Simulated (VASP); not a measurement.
# HfSiO4 (I-4m2) in VASP: notebook

HfSiO4 is run at these levels: PBE, r2SCAN; tasks: single point.

All numbers are computed with VASP 6.6.1; they aren't measurements. Logs are shortened: lines on timing, memory, paths and dates and some standing lists are left out, and cuts for length are marked.

## Step 1: The cell of the first run

The structure is tetragonal, space group I-4m2 (No. 119). The conventional cell has a = 3.752 Å, b = 3.752 Å, c = 9.861 Å, α = 90.00°, β = 90.00°, γ = 90.00°. Si (site symmetry -4m2) has 6 O at 1.75 to 1.90 Å within 2.3 Å. Within 2.7 Å of Hf (site symmetry -4m2) lie 6 O at 2.01 to 2.17 Å. Within 2.5 Å of O (site symmetry 2mm) lie 2 Si at 1.90 Å and 1 Hf at 2.17 Å and 2 O at 2.38 Å. Within 2.4 Å of O (site symmetry 2mm) lie 1 Si at 1.75 Å and 2 Hf at 2.01 Å and 2 O at 2.38 Å.

## Step 2: Single point, PBE

The input, INCAR:

```
SYSTEM = HfSiO4
  ALGO = Normal
  EDIFF = 1E-6
  ENCUT = 520
  GGA = PE
  ISIF = 2
  ISMEAR = -1
  LASPH = .True.
  LCHARG = .False.
  LREAL = .False.
  LWAVE = .False.
  NBANDS = 28
  NELM = 100
  PREC = Accurate
  SIGMA = 0.02
```

The input, KPOINTS:

```
k-points
0
Gamma
  10 10 10
  0 0 0
```

The input, POSCAR:

```
HfSiO4
1.0
   -1.8761445588      1.8761445588      4.9306397452
    1.8761445588     -1.8761445588      4.9306397452
    1.8761445588      1.8761445588     -4.9306397452
Si Hf O
1 1 4
Direct
    0.0000000000      0.0000000000      0.0000000000
    0.7500000000      0.2500000000      0.5000000000
    0.9703501796      0.4703501796      0.5000000000
    0.1778095868      0.1778095868      0.0000000000
    0.5296498204      0.0296498204      0.5000000000
    0.8221904132      0.8221904132      0.0000000000
```

Potentials or basis: VASP PAW PBE potentials, release 64 (Si, Hf_pv, O).

Launch:

```
$ cat potpaw_PBE.64/Si/POTCAR potpaw_PBE.64/Hf_pv/POTCAR potpaw_PBE.64/O/POTCAR > POTCAR
$ mpirun -np 1 vasp_std > vasp.out
```

OUTCAR:

```text
SYSTEM = HfSiO4
   EDIFF = 1E-6
   ENCUT = 520
   GGA = PE
   ISIF = 2
   ISMEAR = -1
   LASPH = .True.
   LREAL = .False.
   NELM = 100
   PREC = Accurate

 ion  position               nearest neighbor table
   1  0.000  0.000  0.000-   4 1.75   6 1.75   5 1.90   3 1.90   5 1.90   3 1.90   2 3.10   2 3.10
                             2 3.10   2 3.10
   2  0.750  0.250  0.500-   6 2.01   4 2.01   6 2.01   4 2.01   3 2.17   5 2.17   1 3.10   1 3.10
                             1 3.10   1 3.10
   3  0.970  0.470  0.500-   1 1.90   1 1.90   2 2.17
   4  0.178  0.178  0.000-   1 1.75   2 2.01   2 2.01
   5  0.530  0.030  0.500-   1 1.90   1 1.90   2 2.17
   6  0.822  0.822  0.000-   1 1.75   2 2.01   2 2.01

  LATTYP: Found a body centered tetragonal cell.
 ALAT       =     3.7522891176
 C/A-ratio  =     2.6280702743

  Lattice vectors:

 A1 = (  -1.8761445588,   1.8761445588,   4.9306397452)
 A2 = (   1.8761445588,  -1.8761445588,   4.9306397452)
 A3 = (   1.8761445588,   1.8761445588,  -4.9306397452)

Analysis of symmetry for initial positions (statically):
=====================================================================
 Subroutine PRICEL returns:
 Original cell was already a primitive cell.

 Routine SETGRP: Setting up the symmetry group for a
 body centered tetragonal supercell.

 Subroutine GETGRP returns: Found  8 space group operations
 (whereof  8 operations were pure point group operations)
 out of a pool of 16 trial point group operations.

The static configuration has the point symmetry D_2d.

Analysis of symmetry for dynamics (positions and initial velocities):
=====================================================================
 Subroutine PRICEL returns:
 Original cell was already a primitive cell.

 Routine SETGRP: Setting up the symmetry group for a
 body centered tetragonal supercell.

 Subroutine GETGRP returns: Found  8 space group operations
 (whereof  8 operations were pure point group operations)
 out of a pool of 16 trial point group operations.

The dynamic configuration has the point symmetry D_2d.

 Subroutine INISYM returns: Found  8 space group operations
 (whereof  8 operations are pure point group operations),
 and found     1 'primitive' translations

----------------------------------------------------------------------------------------

[... 96 lines left out ...]
   LSORBIT =      F    spin-orbit coupling
   LASPH  =      T    aspherical Exc in radial PAW
   ENCUT  =  520.0 eV  38.22 Ry    6.18 a.u.  10.41 10.41 10.41*2*pi/ulx,y,z
   NELM   =    100;   NELMIN=  2; NELMDL= -5     # of ELM steps
   EDIFF  = 0.1E-05   stopping-criterion for ELM
   LREAL  =      F    real-space projection
   EDIFFG = 0.1E-04   stopping-criterion for IOM
   NSW    =      0    number of steps for IOM
   IBRION =     -1    ionic relax: 0-MD 1-quasi-New 2-CG
   NFREE  =      0    steps in history (QN), initial steepest desc. (CG)
   ISIF   =      2    stress and relaxation
   ISYM   =      2    0-nonsym 1-usesym 2-fastsym
   POTIM  = 0.5000    time-step for ionic-motion
   TEBEG  =    0.0;   TEEND  =   0.0 temperature during run
   PSTRESS=    0.0 pullay stress
   NELECT =      38.0000    total number of electrons
   NUPDOWN=      -1.0000    fix difference up-down
   EMIN   =  10.00;   EMAX   =-10.00  energy-range for DOS
   EFERMI =   0.00;   METHOD = LEGACY
   ISMEAR =    -1;   SIGMA  =   0.02  broadening in eV -4-tet -1-fermi 0-gaus
   EFERMI_NEDOS =   21; number of points for ismear=-14 and -15
   IALGO  =     38    algorithm
   IMIX   =      4    mixing-type and parameters
     AMIX     =   0.40;   BMIX     =  1.00
     AMIX_MAG =   1.60;   BMIX_MAG =  1.00
  volume/ion in A,a.u.               =      11.57        78.08
  Fermi-wavevector in a.u.,A,eV,Ry     =   1.339175  2.530674 24.400557  1.793390
  Thomas-Fermi vector in A             =   2.467588
   LORBIT       =      0    0 simple, 1 ext, 2 COOP (PROOUT), +10 PAW based schemes
   GGA     = PE    functional components
   LHFCALC =     F    Hartree Fock is set to
   AEXX    =    0.0000 exact exchange contribution
   IVDW    =     0    specifies the selected vdW correction
   LEPSILON=     F    determine dielectric tensor
   LRPA    =     F    only Hartree local field effects (RPA)
 non-spin polarized calculation
  energy-cutoff  :      520.00
  volume of cell :       69.42
 maximum number of plane-waves:      1884
 NGX is ok and might be reduce to    42
   NGX = 21   NGY = 21   NGZ = 21

 number of electron      38.0000006 magnetization

 Free energy of the ion-electron system (eV)
  ---------------------------------------------------
  ext. energy  EPLUGINS =         0.00000000
  ---------------------------------------------------
  free energy    TOTEN  =       -52.68056252 eV

  energy without entropy =      -52.68056252  energy(sigma->0) =      -52.68056252

 E-fermi :   3.9951     XC(G=0): -10.5669

 val. band max:        3.5215957167   @ k =   0.5000   0.5000  -0.0000
 cond. band min:       7.5088773853   @ k =   0.3000   0.3000   0.2000
 fundamental gap:      3.9872816685
 Fermi energy:         3.9950922944

 k-point     1 :       0.0000    0.0000    0.0000
  band No.  band energies     occupation
      1     -26.3430      2.00000
      2     -26.3430      2.00000
      3     -26.2762      2.00000
      4     -16.3850      2.00000
      5     -15.1488      2.00000
      6     -13.6897      2.00000
[... 733 lines left out ...]
     27      14.0532      0.00000
     28      14.4269      0.00000

 [... further k-points ...]
[... 5 lines left out ...]
  --------------------------------------------------------------------------------------
  -------------------------------------------------------------------------------------
  Total       -0.5416504     -0.5416504     -0.6400855      0.0000000      0.0000000      0.0000000
  in kB      -12.5006833    -12.5006833    -14.7724551      0.0000000      0.0000000      0.0000000
  external PRESSURE =     -13.2579406 kB  Pullay stress =       0.0000000 kB

 VOLUME and BASIS-vectors are now :
 -----------------------------------------------------------------------------
  energy-cutoff  :      520.00
  volume of cell :       69.42
      direct lattice vectors                 reciprocal lattice vectors
    -1.876144559  1.876144559  4.930639745     0.000000000  0.266503984  0.101406719
     1.876144559 -1.876144559  4.930639745     0.266503984  0.000000000  0.101406719
     1.876144559  1.876144559 -4.930639745     0.266503984  0.266503984  0.000000000

 POSITION                                       TOTAL-FORCE (eV/Angst)
 -----------------------------------------------------------------------------------
      0.00000      0.00000      0.00000         0.000000     -0.000000      0.000000
      0.00000      1.87614      2.46532         0.000000     -0.000000     -0.000000
     -0.00000      1.87614      4.63825         0.000000     -0.000000     -0.116277
      0.00000      0.00000      1.75343        -0.000000      0.000000      0.140302
      0.00000      1.87614      0.29239         0.000000     -0.000000      0.116277
      0.00000      0.00000      8.10785        -0.000000      0.000000     -0.140302
 -----------------------------------------------------------------------------------
    total drift:                                0.000000     -0.000000     -0.000000

  FREE ENERGIE OF THE ION-ELECTRON SYSTEM (eV)
  ---------------------------------------------------
  free  energy   TOTEN  =       -52.6805625157 eV

  energy  without entropy=      -52.6805625157  energy(sigma->0) =      -52.68056252
```

OSZICAR:

```text
N       E                     dE             d eps       ncg     rms          rms(c)
DAV:   1     0.202966864312E+03    0.20297E+03   -0.21283E+04  5736   0.130E+03
DAV:   2    -0.490190191304E+02   -0.25199E+03   -0.24484E+03  6928   0.321E+02
DAV:   3    -0.606413936184E+02   -0.11622E+02   -0.11570E+02  7324   0.663E+01
DAV:   4    -0.607436136780E+02   -0.10222E+00   -0.10216E+00  7208   0.685E+00
DAV:   5    -0.607448492818E+02   -0.12356E-02   -0.12355E-02  7144   0.708E-01    0.611E+01
DAV:   6    -0.527091696099E+02    0.80357E+01   -0.29364E+01  6576   0.335E+01    0.469E+01
DAV:   7    -0.526801317197E+02    0.29038E-01   -0.13209E+00  7168   0.727E+00    0.279E+01
DAV:   8    -0.526958718642E+02   -0.15740E-01   -0.18525E-01  7116   0.343E+00    0.676E+00
DAV:   9    -0.526799867125E+02    0.15885E-01   -0.60957E-02  6788   0.163E+00    0.226E+00
DAV:  10    -0.526802688570E+02   -0.28214E-03   -0.38273E-03  6988   0.433E-01    0.598E-01
DAV:  11    -0.526804383591E+02   -0.16950E-03   -0.37372E-04  6516   0.131E-01    0.193E-01
DAV:  12    -0.526805262691E+02   -0.87910E-04   -0.11056E-04  7004   0.740E-02    0.157E-01
DAV:  13    -0.526805608804E+02   -0.34611E-04   -0.53039E-05  6464   0.445E-02    0.205E-02
DAV:  14    -0.526805622879E+02   -0.14074E-05   -0.26060E-06  6980   0.113E-02    0.263E-02
DAV:  15    -0.526805625157E+02   -0.22778E-06   -0.90235E-07  4892   0.562E-03
   1 F= -.52680563E+02 E0= -.52680563E+02  d E =-.106353E-11
```

Wall time 4.8 min (1 thread of Intel Xeon Platinum 8259CL at 2.50GHz (Skylake/Cascade Lake), shared host); peak memory 0.37 GiB.

What came out:

| Quantity | Value |
| --- | --- |
| Free energy | -52.6806 eV |
| Pressure | -1.3 GPa |
| Largest force | 0.140 eV/Å |
| Band gap on the k mesh | 3.99 eV (least direct gap 3.99 eV) |

Forces in eV/Å, atoms in the order of the input:
```
Si   0.000  0.000  0.000
Hf   0.000  0.000  0.000
O    0.000  0.000 -0.116
O    0.000  0.000  0.140
O    0.000  0.000  0.116
O    0.000  0.000 -0.140
```

Stress tensor (GPa, compression positive):
```
-1.25  0.00  0.00
 0.00 -1.25  0.00
 0.00  0.00 -1.48
```

Caveat: spin-orbit coupling is left out, which moves the levels of the heavy elements. A k mesh can miss the band edges.

## Step 3: Single point, r2SCAN

This run uses another cell than the first one, of 11.24 Å³/atom.

The input, POSCAR:

```
HfSiO4
1.0
   -1.8587834061      1.8587834061      4.8804273772
    1.8587834061     -1.8587834061      4.8804273772
    1.8587834061      1.8587834061     -4.8804273772
Si Hf O
1 1 4
Direct
    0.0000000000      0.0000000000      0.0000000000
    0.7500000000      0.2500000000      0.5000000000
    0.9717186282      0.4717186282      0.5000000000
    0.1777386620      0.1777386620      0.0000000000
    0.5282813718      0.0282813718      0.5000000000
    0.8222613380      0.8222613380      0.0000000000
```

The input, INCAR.step1:

```
SYSTEM = HfSiO4
ALGO = Normal ; EDIFF = 1E-4
ENCUT = 520 ; GGA = PE
ISMEAR = 0 ; LASPH = .TRUE.
LCHARG = .FALSE. ; LREAL = .FALSE.
LWAVE = .TRUE. ; NBANDS = 28
NELM = 80 ; PREC = Accurate
SIGMA = 0.01
```

The input, INCAR.step2:

```
SYSTEM = HfSiO4
ALGO = Normal ; EDIFF = 1E-6
ENCUT = 520 ; ISIF = 2
ISMEAR = 0 ; ISTART = 1
LASPH = .TRUE. ; LCHARG = .FALSE.
LMIXTAU = .TRUE. ; LREAL = .FALSE.
LWAVE = .FALSE. ; METAGGA = R2SCAN
NBANDS = 28 ; NELM = 80
PREC = Accurate ; SIGMA = 0.01
```

The input, KPOINTS:

```
k-points
0
G
  10 10 10
  0 0 0
```

Potentials or basis: VASP PAW PBE potentials, release 64 (Si, Hf_pv, O).

Launch:

```
$ cat potpaw_PBE.64/Si/POTCAR potpaw_PBE.64/Hf_pv/POTCAR potpaw_PBE.64/O/POTCAR > POTCAR
$ cp INCAR.step1 INCAR
$ mpirun -np 1 vasp_std > vasp.out
$ cp INCAR.step2 INCAR
$ mpirun -np 1 vasp_std > vasp.out
```

Wall time 21 min (1 thread of Intel Xeon Platinum 8259CL at 2.50GHz (Skylake/Cascade Lake), shared host); peak memory 0.4 GiB.

Results (log left out):

| Quantity | Value |
| --- | --- |
| Free energy | -96.9205 eV |
| Pressure | -1.5 GPa |
| Largest force | 0.171 eV/Å |
| Band gap on the k mesh | 4.42 eV |

Forces in eV/Å, atoms in the order of the input:
```
Si   0.000  0.000  0.000
Hf   0.000  0.000  0.000
O    0.000  0.000 -0.133
O    0.000  0.000  0.171
O    0.000  0.000  0.133
O    0.000  0.000 -0.171
```

Stress tensor (GPa, compression positive):
```
-1.36  0.00  0.00
 0.00 -1.36  0.00
 0.00  0.00 -1.63
```

Levels at points of the mesh, in eV from the valence-band top:
```csv
k point,band 16,band 17,band 18,band 19,band 20,band 21,band 22,band 23
"(0.00, 0.00, 0.00)",-2.55,-1.37,-0.60,-0.60,4.52,5.06,7.62,8.03
"(0.50, 0.00, 0.00)",-2.33,-1.54,-1.45,-1.11,4.96,5.78,7.54,7.56
"(0.50, 0.50, 0.00)",-2.56,-2.10,-1.13,0.00,4.61,4.72,7.13,8.36
"(0.50, 0.50, 0.50)",-2.35,-1.66,-0.45,-0.45,4.57,5.67,6.66,7.92
```

Caveat: the PAW data sets were made with another functional, which shifts forces and pressure a little; spin-orbit coupling is left out, which moves the levels of the heavy elements. A k mesh can miss the band edges.
